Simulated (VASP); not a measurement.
# AlN (P6_3mc) in VASP: notebook

AlN is run at these levels: PBE; tasks: relaxation of the atoms.

All numbers are computed with VASP 6.6.1; they aren't measurements. Logs are shortened: lines on timing, memory, paths and dates and some standing lists are left out, and cuts for length are marked.

## Step 1: The cell of the first run

The structure is hexagonal, space group P6_3mc (No. 186). Conventional cell: a = 3.067 Å, b = 3.067 Å, c = 4.415 Å, α = 90.00°, β = 90.00°, γ = 120.00°. Al (site symmetry 3m) has 4 N at 1.68 to 1.85 Å within 2.2 Å. Within 2.2 Å of N (site symmetry 3m) lie 4 Al at 1.68 to 1.85 Å.

## Step 2: Relaxation of the atoms, PBE

Contents of INCAR:

```
ALGO     = Normal         # electronic algorithm
EDIFF    = 1E-6           # SCF threshold, eV
EDIFFG   = -0.01          # ionic threshold
ENCUT    = 520            # plane-wave cutoff, eV
GGA      = PE             # functional
IBRION   = 2              # ionic algorithm
ISIF     = 2              # what is computed and relaxed
ISMEAR   = 0              # smearing method
LASPH    = T              # aspherical terms in the spheres
LCHARG   = F              # write CHGCAR
LREAL    = F              # projectors in reciprocal space
LWAVE    = F              # write WAVECAR
NELM     = 100            # most SCF steps
NSW      = 50             # ionic steps
PREC     = Accurate       # precision mode
SIGMA    = 0.05           # smearing width, eV
```

Contents of KPOINTS:

```
k-points
0
Gamma
  9 9 6
```

Contents of POSCAR:

```
AlN
1.0
    3.0673000000      0.0000000000      0.0000000000
   -1.5336500000      2.6563597210      0.0000000000
    0.0000000000      0.0000000000      4.4149000000
Al N
2 2
Direct
    0.3333333333      0.6666666667      0.0017290859
    0.6666666667      0.3333333333      0.5017290859
    0.3333333333      0.6666666667      0.3832709141
    0.6666666667      0.3333333333      0.8832709141
```

Potentials or basis: VASP PAW PBE potentials, release 64 (Al, N).

Launch:

```console
> cat potpaw_PBE.64/Al/POTCAR potpaw_PBE.64/N/POTCAR > POTCAR
> mpirun -np 1 vasp_std > vasp.out
```

OUTCAR:

```text
EDIFF = 1E-6
   EDIFFG = -0.01
   ENCUT = 520
   GGA = PE
   IBRION = 2
   ISIF = 2
   ISMEAR = 0
   LASPH = T
   LREAL = F
   NELM = 100
   NSW = 50
   PREC = Accurate

 ion  position               nearest neighbor table
   1  0.333  0.667  0.002-   3 1.68   4 1.85   4 1.85   4 1.85   2 2.83   2 2.83   2 2.83   2 2.83
                             2 2.83   2 2.83
   2  0.667  0.333  0.502-   4 1.68   3 1.85   3 1.85   3 1.85   1 2.83   1 2.83   1 2.83   1 2.83
                             1 2.83   1 2.83
   3  0.333  0.667  0.383-   1 1.68   2 1.85   2 1.85   2 1.85
   4  0.667  0.333  0.883-   2 1.68   1 1.85   1 1.85   1 1.85

  LATTYP: Found a hexagonal cell.
 ALAT       =     3.0673000000
 C/A-ratio  =     1.4393440485

  Lattice vectors:

 A1 = (   3.0673000000,   0.0000000000,   0.0000000000)
 A2 = (  -1.5336500000,   2.6563597210,   0.0000000000)
 A3 = (   0.0000000000,   0.0000000000,   4.4149000000)

Analysis of symmetry for initial positions (statically):
=====================================================================
 Subroutine PRICEL returns:
 Original cell was already a primitive cell.

 Routine SETGRP: Setting up the symmetry group for a
 hexagonal supercell.

 Subroutine GETGRP returns: Found 12 space group operations
 (whereof  6 operations were pure point group operations)
 out of a pool of 24 trial point group operations.

The static configuration has the point symmetry C_3v.
 The point group associated with its full space group is C_6v.

Analysis of symmetry for dynamics (positions and initial velocities):
=====================================================================
 Subroutine PRICEL returns:
 Original cell was already a primitive cell.

 Routine SETGRP: Setting up the symmetry group for a
 hexagonal supercell.

 Subroutine GETGRP returns: Found 12 space group operations
 (whereof  6 operations were pure point group operations)
 out of a pool of 24 trial point group operations.

The dynamic configuration has the point symmetry C_3v.
 The point group associated with its full space group is C_6v.

 Subroutine INISYM returns: Found 12 space group operations
 (whereof  6 operations are pure point group operations),
 and found     1 'primitive' translations

----------------------------------------------------------------------------------------

                                     Primitive cell

  volume of cell :      35.9720

  direct lattice vectors                    reciprocal lattice vectors
     3.067300000  0.000000000  0.000000000     0.326019626  0.188227519  0.000000000
[... 114 lines left out ...]
   LORBIT       =      0    0 simple, 1 ext, 2 COOP (PROOUT), +10 PAW based schemes
   GGA     = PE    functional components
   LHFCALC =     F    Hartree Fock is set to
   AEXX    =    0.0000 exact exchange contribution
   IVDW    =     0    specifies the selected vdW correction
   LEPSILON=     F    determine dielectric tensor
   LRPA    =     F    only Hartree local field effects (RPA)
 conjugate gradient relaxation of ions
 non-spin polarized calculation
 Gauss-broadening in eV      SIGMA  =   0.05
  energy-cutoff  :      520.00
  volume of cell :       35.97
 maximum number of plane-waves:      1000
 NGX is ok and might be reduce to    24
   NGX = 11   NGY = 11   NGZ = 17

--------------------------------------- Ionic step        1  -------------------------------------------

 number of electron      15.9999997 magnetization

 Free energy of the ion-electron system (eV)
  ---------------------------------------------------
  ext. energy  EPLUGINS =         0.00000000
  ---------------------------------------------------
  free energy    TOTEN  =       -28.46101178 eV

  energy without entropy =      -28.46101178  energy(sigma->0) =      -28.46101178

------------------------ aborting loop because EDIFF is reached ----------------------------------------

  FORCE on cell =-STRESS in cart. coord.  units (eV):
  Direction    XX          YY          ZZ          XY          YZ          ZX
  --------------------------------------------------------------------------------------
  -------------------------------------------------------------------------------------
  Total        5.6697620      5.6697620     20.9283056      0.0000000      0.0000000     -0.0000000
  in kB      252.5290800    252.5290799    932.1389126      0.0000000      0.0000000     -0.0000000
  external PRESSURE =     479.0656908 kB  Pullay stress =       0.0000000 kB
[... 63 lines left out ...]
--------------------------------------- Ionic step        3  -------------------------------------------

 number of electron      15.9999998 magnetization

 Free energy of the ion-electron system (eV)
  ---------------------------------------------------
  ext. energy  EPLUGINS =         0.00000000
  ---------------------------------------------------
  free energy    TOTEN  =       -28.91346339 eV

  energy without entropy =      -28.91346339  energy(sigma->0) =      -28.91346339

 E-fermi :   8.8299     XC(G=0): -11.5891

 val. band max:        8.6063864866   @ k =   0.0000   0.0000   0.0000
 cond. band min:      13.2631730297   @ k =   0.0000   0.0000   0.0000
 fundamental gap:      4.6567865432
 Fermi energy:         8.8299037373

 k-point     1 :       0.0000    0.0000    0.0000
  band No.  band energies     occupation
      1      -8.4538      2.00000
      2      -5.2019      2.00000
      3       1.3707      2.00000
      4       6.1347      2.00000
      5       6.1347      2.00000
      6       7.2211      2.00000
      7       7.2211      2.00000
      8       8.6064      2.00000
      9      13.2632      0.00000
     10      14.9358      0.00000
     11      18.9039      0.00000
     12      18.9039      0.00000
[... 331 lines left out ...]
 k-point    24 :       0.3333    0.3333    0.1667
  band No.  band energies     occupation
      1      -5.4647      2.00000
      2      -5.4647      2.00000
      3       2.1296      2.00000
      4       3.1765      2.00000
      5       3.1765      2.00000
      6       5.0145      2.00000
      7       6.0061      2.00000
      8       6.0061      2.00000
      9      14.0527      0.00000
     10      16.2843      0.00000
     11      18.0553      0.00000
     12      18.0553      0.00000

 [... further k-points ...]

------------------------ aborting loop because EDIFF is reached ----------------------------------------

  FORCE on cell =-STRESS in cart. coord.  units (eV):
  Direction    XX          YY          ZZ          XY          YZ          ZX
  --------------------------------------------------------------------------------------
  -------------------------------------------------------------------------------------
  Total        8.4362526      8.4362526      9.6621877      0.0000000      0.0000000      0.0000000
  in kB      375.7475399    375.7475399    430.3502292      0.0000000      0.0000000      0.0000000
  external PRESSURE =     393.9484363 kB  Pullay stress =       0.0000000 kB
[... 19 lines left out ...]
  FREE ENERGIE OF THE ION-ELECTRON SYSTEM (eV)
  ---------------------------------------------------
  free  energy   TOTEN  =       -28.9134633870 eV

  energy  without entropy=      -28.9134633870  energy(sigma->0) =      -28.91346339

 reached required accuracy - stopping structural energy minimisation
```

OSZICAR:

```text
N       E                     dE             d eps       ncg     rms          rms(c)
DAV:   1     0.533987753063E+02    0.53399E+02   -0.79087E+03  1152   0.122E+03
DAV:   2    -0.305974882386E+02   -0.83996E+02   -0.78112E+02  1668   0.234E+02
DAV:   3    -0.340673438546E+02   -0.34699E+01   -0.34556E+01  1504   0.520E+01
DAV:   4    -0.340906136997E+02   -0.23270E-01   -0.23267E-01  1256   0.488E+00
[... 26 lines left out ...]
DAV:   5    -0.289134823403E+02   -0.75209E-04   -0.30248E-03  1272   0.508E-01    0.953E-02
DAV:   6    -0.289134812031E+02    0.11372E-05   -0.35503E-05  1436   0.588E-02    0.627E-02
DAV:   7    -0.289134637277E+02    0.17475E-04   -0.89795E-05  1360   0.104E-01    0.780E-03
DAV:   8    -0.289134635223E+02    0.20542E-06   -0.16337E-05  1212   0.409E-02    0.507E-03
DAV:   9    -0.289134633870E+02    0.13531E-06   -0.53814E-07   604   0.706E-03
   3 F= -.28913463E+02 E0= -.28913463E+02  d E =-.452452E+00
```

CONTCAR:

```text
AlN
   1.00000000000000
     3.0672999999999999    0.0000000000000000    0.0000000000000000
    -1.5336500000000000    2.6563597209999998    0.0000000000000000
     0.0000000000000000    0.0000000000000000    4.4149000000000003
  Al              N
     2     2
Direct
     0.3333333332999970    0.6666666667000030    0.9836300265604719
     0.6666666667000030    0.3333333332999970    0.4836300265604719
     0.3333333332999970    0.6666666667000030    0.4013699734395332
     0.6666666667000030    0.3333333332999970    0.9013699734395332

  0.00000000E+00  0.00000000E+00  0.00000000E+00
  0.00000000E+00  0.00000000E+00  0.00000000E+00
  0.00000000E+00  0.00000000E+00  0.00000000E+00
  0.00000000E+00  0.00000000E+00  0.00000000E+00
```

Wall time 60 s (1 thread of Intel Xeon 8259CL, shared host); peak memory 0.16 GiB.

What came out:

```yaml
Free_energy: -28.9135 eV
Energy_gained_by_relaxing: 113.1 meV/atom
Ionic_steps: 3
Pressure_after_relaxing: 39.4 GPa
Band_gap_on_the_k_mesh: 4.66 eV
```

Stress tensor (GPa, compression positive):
```
37.57  0.00  0.00
 0.00 37.57  0.00
 0.00  0.00 43.04
```

The path:
```
step  energy change (eV)  largest force (eV/Å)  pressure (GPa)
   1              0.0000                3.4132           47.91
   2             -0.2621                0.7739           37.47
   3             -0.4525                0.0006           39.39
```

Final structure:
```
Al N
1.0
     3.06730    0.00000    0.00000
    -1.53365    2.65636    0.00000
     0.00000    0.00000    4.41490
Al N
2 2
Cartesian
  0.0000 1.7709 4.3426
  1.5336 0.8855 2.1352
  0.0000 1.7709 1.7720
  1.5336 0.8855 3.9795
```

Levels at points of the mesh, in eV from the valence-band top:
| k point | band 6 | band 7 | band 8 | band 9 | band 10 | band 11 |
| --- | --- | --- | --- | --- | --- | --- |
| (0.00, 0.00, 0.00) | -1.39 | -1.39 | 0.00 | 4.66 | 6.33 | 10.30 |
| (0.00, 0.00, 0.50) | -1.95 | -1.95 | -1.95 | 6.73 | 6.73 | 10.60 |

Caveat: an odd mesh through Γ misses points on the zone boundary, where band edges can lie. PBE gaps usually lie below the measured ones, often by a third to a half.

## Step 3: Relaxation of the atoms, PBE

This run uses another cell than the first one, of 9.18 Å³/atom.

Contents of INCAR:

```
SYSTEM = AlN
PREC = Accurate
ENCUT = 520
EDIFF = 1E-7
ISMEAR = 0
SIGMA = 0.05
LREAL = .FALSE.
LASPH = .TRUE.
NELM = 60
ALGO = Normal
ISIF = 2
LWAVE = .FALSE.
LCHARG = .FALSE.
GGA = PE
IBRION = 2
NSW = 50
EDIFFG = -0.01
```

Contents of KPOINTS:

```
regular mesh
0
G
  9 9 6
  0 0 0
```

POSCAR, as its differences from that of step 2:

```diff
@@ -2,4 +2,4 @@
 1.0
-    3.0673000000      0.0000000000      0.0000000000
-   -1.5336500000      2.6563597210      0.0000000000
+    3.0986000000      0.0000000000      0.0000000000
+   -1.5493000000      2.6834663162      0.0000000000
     0.0000000000      0.0000000000      4.4149000000
```

Potentials or basis: VASP PAW PBE potentials, release 64 (Al, N).

Launch:

```console
> cat potpaw_PBE.64/Al/POTCAR potpaw_PBE.64/N/POTCAR > POTCAR
> mpirun -np 1 vasp_std > vasp.out
```

It took 70 s on 1 thread of Intel Xeon 8259CL, shared host; peak memory 0.16 GiB.

The run converged. Its results:

| Item | Value |
| --- | --- |
| Free energy | -29.0682 eV |
| Energy gained by relaxing | 127.0 meV/atom |
| Ionic steps | 3 |
| Pressure after relaxing | 32.0 GPa |
| Largest force after relaxing | 0.010 eV/Å |
| Band gap on the k mesh | 4.41 eV |

Forces in eV/Å, atoms in the order of the input:
```
Al   0.000  0.000 -0.010
Al   0.000  0.000 -0.010
N    0.000  0.000  0.010
N    0.000  0.000  0.010
```

Stress tensor (GPa, compression positive):
```
29.51  0.00  0.00
 0.00 29.51  0.00
 0.00  0.00 36.92
```

Step by step:
| step | energy change (eV) | largest force (eV/Å) | pressure (GPa) |
| --- | --- | --- | --- |
| 1 | 0.0000 | 3.5834 | 41.54 |
| 2 | -0.3386 | 0.6590 | 29.76 |
| 3 | -0.5080 | 0.0096 | 31.98 |

Final structure:
```cif
data_structure
_symmetry_space_group_name_H-M 'P 1'
_symmetry_Int_Tables_number 1
_cell_length_a 3.0986
_cell_length_b 3.0986
_cell_length_c 4.4149
_cell_angle_alpha 90.000
_cell_angle_beta 90.000
_cell_angle_gamma 120.000
_cell_volume 36.71
loop_
_atom_site_label
_atom_site_type_symbol
_atom_site_fract_x
_atom_site_fract_y
_atom_site_fract_z
_atom_site_occupancy
Al1 Al 0.33333 0.66667 0.98212 1
Al2 Al 0.66667 0.33333 0.48212 1
N1 N 0.33333 0.66667 0.40288 1
N2 N 0.66667 0.33333 0.90288 1
```

Levels at points of the mesh, in eV from the valence-band top:
```csv
k point,band 5,band 6,band 7,band 8,band 9,band 10,band 11,band 12
"(0.00, 0.00, 0.00)",-2.54,-1.42,-1.42,0.00,4.41,6.03,10.02,10.02
"(0.00, 0.00, 0.50)",-2.00,-2.00,-2.00,-2.00,6.50,6.50,10.31,10.31
```

Caveat: an odd mesh through Γ misses points on the zone boundary, where band edges can lie.

## Step 4: Relaxation of the atoms, PBE

This run uses another cell than the first one, of 9.21 Å³/atom.

Contents of INCAR:

```
ALGO = Normal ; EDIFF = 1E-7
EDIFFG = -0.01 ; ENCUT = 520
GGA = PE ; IBRION = 2
ISIF = 2 ; ISMEAR = 0
LASPH = True ; LCHARG = False
LREAL = False ; LWAVE = False
NELM = 80 ; NSW = 50
PREC = Accurate ; SIGMA = 0.05
```

Contents of KPOINTS:

```
k-points
0
Gamma
  9 9 6
```

Contents of POSCAR:

```
AlN
1.0
    3.0360000000      0.0000000000      0.0000000000
   -1.5180000000      2.6292531259      0.0000000000
    0.0000000000      0.0000000000      4.6156000000
Al N
2 2
Direct
    0.3333333333      0.6666666667      0.0017290859
    0.6666666667      0.3333333333      0.5017290859
    0.3333333333      0.6666666667      0.3832709141
    0.6666666667      0.3333333333      0.8832709141
```

Launch:

```console
> cat potpaw_PBE.64/Al/POTCAR potpaw_PBE.64/N/POTCAR > POTCAR
> mpirun -np 1 vasp_std > vasp.out
```

Run time: 64 s. Hardware: 1 thread of Intel Xeon 8259CL, shared host; peak memory 0.16 GiB.

Results (log left out):

| Item | Value |
| --- | --- |
| Free energy | -29.1774 eV |
| Energy gained by relaxing | 22.3 meV/atom |
| Ionic steps | 3 |
| Pressure after relaxing | 35.2 GPa |
| Band gap on the k mesh | 4.94 eV |

Stress tensor (GPa, compression positive):
```
32.98  0.00  0.00
 0.00 32.98  0.00
 0.00  0.00 39.67
```

Step by step:
```tsv
step	energy change (eV)	largest force (eV/Å)	pressure (GPa)
1	0.0000	1.3634	37.17
2	-0.0394	0.7545	34.69
3	-0.0891	0.0013	35.21
```

Final structure:
```
Al N
1.0
     3.03600    0.00000    0.00000
    -1.51800    2.62925    0.00000
     0.00000    0.00000    4.61560
Al N
2 2
Direct
  0.33333 0.66667 0.99411
  0.66667 0.33333 0.49411
  0.33333 0.66667 0.39089
  0.66667 0.33333 0.89089
```

Levels at points of the mesh, in eV from the valence-band top:
```csv
k point,band 6,band 7,band 8,band 9,band 10,band 11
"(0.00, 0.00, 0.00)",-0.82,-0.82,0.00,4.94,6.93,11.11
"(0.00, 0.00, 0.50)",-1.26,-1.26,-1.26,7.04,7.04,11.19
```

Caveat: an odd mesh through Γ misses points on the zone boundary, where band edges can lie.

## Step 5: Overview

| cell | gap on the mesh (eV) | pressure (GPa) |
| --- | --- | --- |
| atoms relaxed from a = 3.067, b = 3.067, c = 4.415 Å, angles 90.0, 90.0, 120.0°, 4 atoms | 4.66 | 39.4 |
| atoms relaxed from a = 3.099, b = 3.099, c = 4.415 Å, angles 90.0, 90.0, 120.0°, 4 atoms | 4.41 | 32.0 |
| atoms relaxed from a = 3.036, b = 3.036, c = 4.616 Å, angles 90.0, 90.0, 120.0°, 4 atoms | 4.94 | 35.2 |

Alike in all rows: task relaxation of the atoms; level PBE; potentials or basis VASP PAW PBE potentials, release 64 (Al, N); no spin polarisation; k mesh 9 × 9 × 6; cutoff (eV) 520; smearing gaussian 0.05 eV.

Caveats: an odd mesh through Γ misses points on the zone boundary, where band edges can lie.

Total energies depend on the potentials used, so only differences within one code and one set of settings carry meaning.
